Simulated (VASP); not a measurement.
Set up this calculation in VASP 6.6.1, as the native input.

- Task: single point
- Functional: PBEsol
- Potentials or basis: VASP PAW PBE potentials, release 64 (Au)
- Cutoff: 520 eV
- k mesh: 18 × 18 × 14
- Occupations: gaussian, width 0.1 eV
- Spin: no spin polarisation
- Dipole correction: no
- Further INCAR settings: ALGO = Fast; EDIFF = 1e-06; NBANDS = 18

The structure of Au lies in POSCAR:

```
Au
1.0
    2.0418799349      2.0418799349      0.0000000000
   -2.0418799349      2.0418799349      0.0000000000
    0.0000000000      0.0000000000      4.0837598697
Au
2
Direct
    0.0000000000      0.0000000000      0.0000000000
    0.5000000000      0.5000000000      0.5000000000
```

These files were run (other wordings do the same):

INCAR

```
SYSTEM = Au
ALGO = Fast ; EDIFF = 1E-6
ENCUT = 520 ; GGA = PS
ISIF = 2 ; ISMEAR = 0
LASPH = .TRUE. ; LCHARG = .TRUE.
LELF = .TRUE. ; LREAL = .FALSE.
LVHAR = .TRUE. ; LWAVE = .FALSE.
NBANDS = 18 ; NELM = 100
PREC = Accurate ; SIGMA = 0.1
```

KPOINTS

```
k-points
0
G
  18 18 14
  0 0 0
```

Potentials or basis: VASP PAW PBE potentials, release 64 (Au).

Launch:

```sh
$ cat potpaw_PBE.64/Au/POTCAR > POTCAR
$ mpirun -np 1 vasp_std > vasp.out
```

It gave:

```
Pressure               : -0.4 GPa
Band gap on the k mesh : zero (bands 11 and 12 overlap by 7.33 eV)
```

Caveat: the PAW data sets were made with another functional, which shifts forces and pressure a little; spin-orbit coupling is left out, which moves the levels of the heavy elements.

Run time: 3.1 min on 1 thread of Intel Xeon 8259CL (shared host), peak memory 0.32 GiB.
